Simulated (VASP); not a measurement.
# H in VASP: a series of runs

The runs below take H through single point, with PBE+D3(BJ).

All numbers are computed with VASP 6.6.1; they aren't measurements. Logs are shortened: lines on timing, memory, paths and dates and some standing lists are left out, and cuts for length are marked.

## (1) The cell of the first run

The cell holds a disordered packing, 24 atoms: a = 6.604 Å, b = 6.604 Å, c = 6.604 Å, α = 90.00°, β = 90.00°, γ = 90.00°.

## (2) Single point, PBE+D3(BJ)

INCAR reads:

```
  ALGO = Normal
  EDIFF = 1E-7
  ENCUT = 520
  GGA = PE
  ISIF = 2
  ISMEAR = -1
  IVDW = 12
  LASPH = T
  LCHARG = F
  LREAL = Auto
  LWAVE = F
  NBANDS = 30
  NELM = 80
  PREC = Accurate
  SIGMA = 0.05
```

KPOINTS reads:

```
k-points
0
Gamma
  1 1 1
```

POSCAR reads:

```
H
1.0
    6.6038540000      0.0000000000      0.0000000000
    0.0000000000      6.6038540000      0.0000000000
    0.0000000000      0.0000000000      6.6038540000
H
24
Direct
    0.3054882800      1.1195583670      0.5396394287
    0.3646355598      1.0380453596      0.4999807688
    0.9439033631      0.5945619028      0.2338331526
    0.9121188930      0.5443488000      0.1422654105
    0.1762758535      0.8420840315      0.1796072415
    0.1481710528      0.8639500510      0.2896793297
    0.7827247544      0.2744003729      0.5043570012
    0.7076473829      0.3312308237      0.5758152739
    0.6940341201      0.5701670570      0.7185501073
    0.7526968343      0.6374005240      0.7806502082
    0.3501743073      0.3766588419      0.9023518691
    0.3378481717      0.3711469091      0.7807259216
    0.0489108330      0.2310469008      0.8997019013
   -0.0521665076      0.2065006283      0.9548060875
    0.2184936251      0.4040973650      0.2182664850
    0.3312156810      0.3846238878      0.2483549757
    0.6173061973      0.1466265002      0.1273195925
    0.6120971178      0.1913276702      0.0193674784
    0.8757916211      0.9123914611      0.5077943879
    0.9705544671      0.8899651628      0.5592794753
    0.1828629161      0.7231989078      0.8393734931
    0.1756701466      0.7226537716      0.7312548097
    0.6442147267      0.7556496555      0.3517642879
    0.5429859594      0.7082985178      0.3483117586
```

Potentials or basis: VASP PAW PBE potentials, release 64 (H).

Started as:

```bash
> cat potpaw_PBE.64/H/POTCAR > POTCAR
> mpirun -np 1 vasp_gam > vasp.out
```

OUTCAR:

```text
EDIFF = 1E-7
   ENCUT = 520
   GGA = PE
   ISIF = 2
   ISMEAR = -1
   IVDW = 12
   LASPH = T
   LREAL = Auto
   NELM = 80
   PREC = Accurate
 IVDW          = 12

 ion  position               nearest neighbor table
   1  0.305  0.120  0.540-   2 0.71
   2  0.365  0.038  0.500-   1 0.71
   3  0.944  0.595  0.234-   4 0.72
   4  0.912  0.544  0.142-   3 0.72
   5  0.176  0.842  0.180-   6 0.76
   6  0.148  0.864  0.290-   5 0.76
[... 16 lines left out ...]
  23  0.644  0.756  0.352-  24 0.74
  24  0.543  0.708  0.348-  23 0.74

  LATTYP: Found a simple cubic cell.
 ALAT       =     6.6038540000

  Lattice vectors:

 A1 = (   6.6038540000,   0.0000000000,   0.0000000000)
 A2 = (   0.0000000000,   6.6038540000,   0.0000000000)
 A3 = (   0.0000000000,   0.0000000000,   6.6038540000)

Analysis of symmetry for initial positions (statically):
=====================================================================
 Subroutine PRICEL returns:
 Original cell was already a primitive cell.

 Routine SETGRP: Setting up the symmetry group for a
 simple cubic supercell.

 Subroutine GETGRP returns: Found  1 space group operations
 (whereof  1 operations were pure point group operations)
 out of a pool of 48 trial point group operations.

The static configuration has the point symmetry C_1 .

Analysis of symmetry for dynamics (positions and initial velocities):
=====================================================================
 Subroutine PRICEL returns:
 Original cell was already a primitive cell.

 Routine SETGRP: Setting up the symmetry group for a
 simple cubic supercell.

 Subroutine GETGRP returns: Found  1 space group operations
 (whereof  1 operations were pure point group operations)
 out of a pool of 48 trial point group operations.

The dynamic configuration has the point symmetry C_1 .

 Subroutine INISYM returns: Found  1 space group operations
 (whereof  1 operations are pure point group operations),
 and found     1 'primitive' translations

----------------------------------------------------------------------------------------

                                     Primitive cell

  volume of cell :     287.9999

  direct lattice vectors                    reciprocal lattice vectors
[... 109 lines left out ...]
   EDIFFG = 0.1E-05   stopping-criterion for IOM
   NSW    =      0    number of steps for IOM
   IBRION =     -1    ionic relax: 0-MD 1-quasi-New 2-CG
   NFREE  =      0    steps in history (QN), initial steepest desc. (CG)
   ISIF   =      2    stress and relaxation
   ISYM   =      2    0-nonsym 1-usesym 2-fastsym
   POTIM  = 0.5000    time-step for ionic-motion
   TEBEG  =    0.0;   TEEND  =   0.0 temperature during run
   PSTRESS=    0.0 pullay stress
   NELECT =      24.0000    total number of electrons
   NUPDOWN=      -1.0000    fix difference up-down
   EMIN   =  10.00;   EMAX   =-10.00  energy-range for DOS
   EFERMI =   0.00;   METHOD = LEGACY
   ISMEAR =    -1;   SIGMA  =   0.05  broadening in eV -4-tet -1-fermi 0-gaus
   EFERMI_NEDOS =   21; number of points for ismear=-14 and -15
   IALGO  =     38    algorithm
   IMIX   =      4    mixing-type and parameters
     AMIX     =   0.40;   BMIX     =  1.00
     AMIX_MAG =   1.60;   BMIX_MAG =  1.00
  volume/ion in A,a.u.               =      12.00        80.98
  Fermi-wavevector in a.u.,A,eV,Ry     =   0.715069  1.351284  6.956976  0.511323
  Thomas-Fermi vector in A             =   1.803133
   LORBIT       =      0    0 simple, 1 ext, 2 COOP (PROOUT), +10 PAW based schemes
   GGA     = PE    functional components
   LHFCALC =     F    Hartree Fock is set to
   AEXX    =    0.0000 exact exchange contribution
   IVDW    =    12    specifies the selected vdW correction
   LEPSILON=     F    determine dielectric tensor
   LRPA    =     F    only Hartree local field effects (RPA)
 non-spin polarized calculation
  energy-cutoff  :      520.00
  volume of cell :      288.00
 maximum number of plane-waves:      3905
 NGX is ok and might be reduce to    50
   NGX = 25   NGY = 25   NGZ = 25

 number of electron      23.9999998 magnetization

 Free energy of the ion-electron system (eV)
  ---------------------------------------------------
  ext. energy  EPLUGINS =         0.00000000
  ---------------------------------------------------
  free energy    TOTEN  =       -80.71448849 eV

  energy without entropy =      -80.71448849  energy(sigma->0) =      -80.71448849

 E-fermi :  -6.8563     XC(G=0):  -5.2008

 val. band max:       -8.0494304365   @ k =   0.0000   0.0000   0.0000
 cond. band min:       0.4462791765   @ k =   0.0000   0.0000   0.0000
 fundamental gap:      8.4957096130
 Fermi energy:        -6.8563185439

 k-point     1 :       0.0000    0.0000    0.0000
  band No.  band energies     occupation
      1     -10.8494      2.00000
      2      -9.7408      2.00000
      3      -9.5867      2.00000
      4      -9.4561      2.00000
      5      -9.2515      2.00000
      6      -8.9710      2.00000
[... 16 lines left out ...]
     23       3.5706      0.00000
     24       3.7521      0.00000
 [bands above 24 left out]

------------------------ aborting loop because EDIFF is reached ----------------------------------------

 Edisp (eV)   -0.46117

 E8    (eV) :    -0.0822

  FORCE on cell =-STRESS in cart. coord.  units (eV):
  Direction    XX          YY          ZZ          XY          YZ          ZX
  --------------------------------------------------------------------------------------
  -------------------------------------------------------------------------------------
  Total       1.05826     1.74694     0.32498     0.26910     0.95794     0.88001
  in kB       5.88725     9.71841     1.80791     1.49703     5.32915     4.89558
  external pressure =        5.80 kB  Pullay stress =        0.00 kB

 VOLUME and BASIS-vectors are now :
 -----------------------------------------------------------------------------
  energy-cutoff  :      520.00
  volume of cell :      288.00
      direct lattice vectors                 reciprocal lattice vectors
     6.603854000  0.000000000  0.000000000     0.151426727  0.000000000  0.000000000
     0.000000000  6.603854000  0.000000000     0.000000000  0.151426727  0.000000000
     0.000000000  0.000000000  6.603854000     0.000000000  0.000000000  0.151426727

 POSITION                                       TOTAL-FORCE (eV/Angst)
 -----------------------------------------------------------------------------------
      2.01740      0.78955      3.56370        -0.720124      1.007119      0.515782
      2.40800      0.25125      3.30180         0.747076     -0.992765     -0.465802
      6.23340      3.92640      1.54420         0.232440      0.444891      0.837623
      6.02350      3.59480      0.93950        -0.379520     -0.531564     -0.889819
      1.16410      5.56100      1.18610        -0.051638      0.142797      0.469589
      0.97850      5.70540      1.91300         0.185972     -0.034004     -0.587353
[... 16 lines left out ...]
      4.25430      4.99020      2.32300         0.315633      0.147283      0.004997
      3.58580      4.67750      2.30020        -0.423808     -0.149281     -0.027396
 -----------------------------------------------------------------------------------
    total drift:                                0.000089      0.000588     -0.000166

  FREE ENERGIE OF THE ION-ELECTRON SYSTEM (eV)
  ---------------------------------------------------
  free  energy   TOTEN  =       -81.1756631207 eV

  energy  without entropy=      -81.1756631206  energy(sigma->0) =      -81.17566312
```

OSZICAR:

```text
N       E                     dE             d eps       ncg     rms          rms(c)
DAV:   1     0.589717363011E+02    0.58972E+02   -0.88222E+03    60   0.612E+02
DAV:   2    -0.726970248247E+02   -0.13167E+03   -0.12309E+03    82   0.133E+02
DAV:   3    -0.870761651700E+02   -0.14379E+02   -0.14256E+02    80   0.423E+01
DAV:   4    -0.873091491024E+02   -0.23298E+00   -0.23286E+00    72   0.609E+00
DAV:   5    -0.873103189207E+02   -0.11698E-02   -0.11697E-02    74   0.488E-01    0.152E+01
DAV:   6    -0.828597127816E+02    0.44506E+01   -0.14636E+00    72   0.418E+00    0.840E+00
DAV:   7    -0.806584959470E+02    0.22012E+01   -0.36523E+00    60   0.687E+00    0.938E-01
DAV:   8    -0.807294387673E+02   -0.70943E-01   -0.11581E-01    72   0.137E+00    0.653E-01
DAV:   9    -0.807143670045E+02    0.15072E-01   -0.20372E-02    74   0.543E-01    0.741E-02
DAV:  10    -0.807145502199E+02   -0.18322E-03   -0.62708E-04    72   0.110E-01    0.374E-02
DAV:  11    -0.807144879827E+02    0.62237E-04   -0.17759E-04    72   0.676E-02    0.102E-02
DAV:  12    -0.807144892599E+02   -0.12772E-05   -0.14057E-05    72   0.170E-02    0.588E-03
DAV:  13    -0.807144884418E+02    0.81811E-06   -0.24972E-06    66   0.118E-02    0.348E-03
DAV:  14    -0.807144885162E+02   -0.74344E-07   -0.22979E-06    72   0.710E-03    0.129E-03
DAV:  15    -0.807144884901E+02    0.26077E-07   -0.80504E-08    66   0.179E-03
   1 F= -.81175663E+02 E0= -.81175663E+02  d E =-.112345E-09
```

Run time: 12 s. Hardware: 1 thread of AMD EPYC 9R45 (Zen 5), shared host; peak memory 0.28 GiB.

Results:

```
Free energy                : -81.1757 eV
Pressure                   : 0.6 GPa
Largest force              : 1.636 eV/Å
Dispersion energy per atom : -0.019 eV
```

Forces in eV/Å, atoms in the order of the input:
```
H   -0.720  1.007  0.516
H    0.747 -0.993 -0.466
H    0.232  0.445  0.838
H   -0.380 -0.532 -0.890
H   -0.052  0.143  0.470
H    0.186 -0.034 -0.587
H   -0.605  0.410  0.526
H    0.619 -0.553 -0.657
H   -0.632 -0.628 -0.572
H    0.621  0.778  0.729
H   -0.099 -0.100 -1.630
H    0.225  0.043  1.559
H   -0.729 -0.189  0.391
H    0.698  0.130 -0.394
H    0.941 -0.165  0.287
H   -0.883  0.141 -0.210
H   -0.029  0.245 -0.613
H    0.020 -0.271  0.645
H   -0.714  0.188 -0.370
H    0.655 -0.127  0.416
H    0.081  0.036  1.242
H   -0.074  0.025 -1.207
H    0.316  0.147  0.005
H   -0.424 -0.149 -0.027
```

Levels at points of the mesh, in eV from the Fermi level:
| k point | band 10 | band 11 | band 12 | band 13 | band 14 | band 15 |
| --- | --- | --- | --- | --- | --- | --- |
| (0.00, 0.00, 0.00) | -1.48 | -1.36 | -1.19 | 7.30 | 7.96 | 8.47 |

Caveat: the k points lie up to 0.95 Å⁻¹ apart.

## (3) Single point, PBE+D3(BJ)

INCAR reads:

```
  PREC = Accurate
  ENCUT = 520
  EDIFF = 1E-6
  ISMEAR = -1
  SIGMA = 0.05
  LREAL = Auto
  LASPH = True
  NELM = 100
  ALGO = Normal
  ISIF = 2
  LWAVE = False
  LCHARG = False
  GGA = PE
  IVDW = 12
  NBANDS = 30
```

KPOINTS reads:

```
regular mesh
0
Gamma
  1 1 1
```

POSCAR reads:

```
H
1.0
    6.6038540000      0.0000000000      0.0000000000
    0.0000000000      6.6038540000      0.0000000000
    0.0000000000      0.0000000000      6.6038540000
H
24
Direct
    0.4502976595      1.1657738042      0.5308718212
    0.4024013856      1.0647116063      0.5613994495
    0.9307292378      0.6093108660      0.1821966385
    0.8568481375      0.6590091180      0.2514289383
    0.2047440782      1.0102585551      0.2256561093
    0.2872110740      0.9480221701      0.1832111976
    0.8029705078      0.2888919107      0.5059469819
    0.8816669781      0.3664223952      0.4804164356
    0.6654901819      0.5437430930      0.7395529944
    0.7163544197      0.6431850250      0.7588144741
    0.4385620881      0.3499320245      0.9059255398
    0.4841718185      0.2805180127      0.8324532917
    0.0611461126      0.1510633033      0.8919942809
   -0.0426720518      0.1170982884      0.8421143169
    0.2664201843      0.3854718775      0.2218401558
    0.3606378942      0.4434077434      0.1984598690
    0.6523614847      0.1595886281      0.0947628461
    0.6407167693      0.0821489997      0.1782898289
    0.8850286515      0.8689774183      0.5845980241
    0.8374958017      0.9089843597      0.4852469482
    0.1564995229      0.6271640772      0.8592558224
    0.1636771497      0.7406281241      0.8504882149
    0.5059318392      0.6429275996      0.3495988857
    0.4610338145      0.7522728395      0.3391958696
```

Potentials or basis: VASP PAW PBE potentials, release 64 (H).

Started as:

```bash
> cat potpaw_PBE.64/H/POTCAR > POTCAR
> mpirun -np 1 vasp_gam > vasp.out
```

Run time: 12 s. Hardware: 1 thread of AMD EPYC 9R45 (Zen 5), shared host; peak memory 0.28 GiB.

It converged, with:

```yaml
Free_energy: -81.3168 eV
Pressure: 0.2 GPa
Largest_force: 1.262 eV/Å
Dispersion_energy_per_atom: -0.019 eV
```

Forces on the atoms (eV/Å):
```
H   -0.240 -0.470  0.087
H    0.226  0.444 -0.146
H    0.105 -0.064 -0.138
H   -0.082  0.059  0.061
H   -0.347  0.235  0.151
H    0.259 -0.216 -0.192
H    0.033 -0.031 -0.021
H   -0.013 -0.021 -0.011
H    0.046  0.083  0.038
H   -0.001  0.022  0.021
H   -0.255  0.340  0.344
H    0.159 -0.364 -0.396
H   -1.085 -0.357 -0.511
H    1.085  0.373  0.525
H   -0.137 -0.154  0.037
H   -0.016 -0.017  0.013
H    0.014 -0.187  0.213
H    0.062  0.130 -0.126
H   -0.287  0.291 -0.659
H    0.329 -0.223  0.647
H    0.020  0.129 -0.033
H    0.002 -0.125  0.008
H   -0.314  1.009 -0.034
H    0.436 -0.888  0.122
```

Stress tensor (GPa, compression positive):
```
 0.00 -0.02 -0.36
-0.02  0.15  0.44
-0.36  0.44  0.33
```

Levels at points of the mesh, in eV from the Fermi level:
```
           k point  band 10  band 11  band 12  band 13  band 14  band 15
(0.00, 0.00, 0.00)    -1.69    -1.53    -1.20     7.58     7.67     7.96
```

Caveat: the k points lie up to 0.95 Å⁻¹ apart.
